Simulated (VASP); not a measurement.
# MnS: single point with PBEsol

Crystal: MnS.

```
CELL_PARAMETERS angstrom
0.00000 2.73000 2.80000
2.80000 0.00000 2.80000
2.80000 2.73000 0.00000
ATOMIC_POSITIONS crystal
Mn 0.00000 0.00000 0.00000
S 0.75000 0.75000 0.75000
```

This cell differs from its parent crystal: strain -0.0250 x Voigt [0, 1, 0, 0, 0, 0].

* Program: VASP 6.6.1
* Task: single point
* Functional: PBEsol
* Potentials or basis: VASP PAW PBE potentials, release 64 (Mn_pv, S)
* Cutoff: 520 eV
* k mesh: 14 × 14 × 14
* Occupations: gaussian, width 0.15 eV
* Spin: collinear spin, ferromagnetic start
* Starting moments: [4.52, 0.12] μB

```
Pressure                                              : -1.4 GPa
Net moment                                            : 4.80 μB per cell
Site moments                                          : Mn +4.24; S +0.07 μB
Valence electrons inside the program's atomic spheres : Mn 11.41; S 3.73
```

Stress tensor (GPa, compression positive):
```
-1.53  0.00  0.00
 0.00 -1.07  0.00
 0.00  0.00 -1.53
```

Levels at points of the mesh, in eV from the Fermi level:
Spin up:
| k point | band 10 | band 11 | band 12 | band 13 | band 14 | band 15 |
| --- | --- | --- | --- | --- | --- | --- |
| (0.00, 0.00, 0.00) | 0.44 | 0.44 | 0.50 | 1.05 | 5.91 | 5.91 |
| (0.50, 0.00, 0.00) | -2.74 | -0.64 | -0.58 | 3.02 | 6.26 | 6.49 |
| (0.50, 0.50, 0.00) | -2.60 | -2.06 | -1.96 | 2.84 | 4.49 | 9.16 |
| (0.50, 0.00, 0.50) | -2.53 | -2.05 | -2.05 | 2.72 | 4.26 | 9.49 |
Spin down:
| k point | band 5 | band 6 | band 7 | band 8 | band 9 | band 10 |
| --- | --- | --- | --- | --- | --- | --- |
| (0.00, 0.00, 0.00) | -3.31 | -3.31 | -3.27 | 0.82 | 0.90 | 1.98 |
| (0.50, 0.00, 0.00) | -5.21 | -3.26 | -3.16 | 0.90 | 0.99 | 1.00 |
| (0.50, 0.50, 0.00) | -5.14 | -3.28 | -3.26 | -0.09 | 0.86 | 1.32 |
| (0.50, 0.00, 0.50) | -5.05 | -3.38 | -3.38 | -0.03 | 0.91 | 1.31 |

Run time: 3.8 min on 1 thread of AMD EPYC 9R45 (Zen 5) (shared host), peak memory 0.38 GiB.

Caveat: the cell differs from its parent crystal (strain -0.0250 x Voigt [0, 1, 0, 0, 0, 0]); the PAW data sets were made with another functional, which shifts forces and pressure a little; a cell with one magnetic atom can't hold antiferromagnetic order, which such compounds often take; semilocal functionals often make such compounds metallic where correlation or magnetic order opens a gap, which also shifts bond lengths.
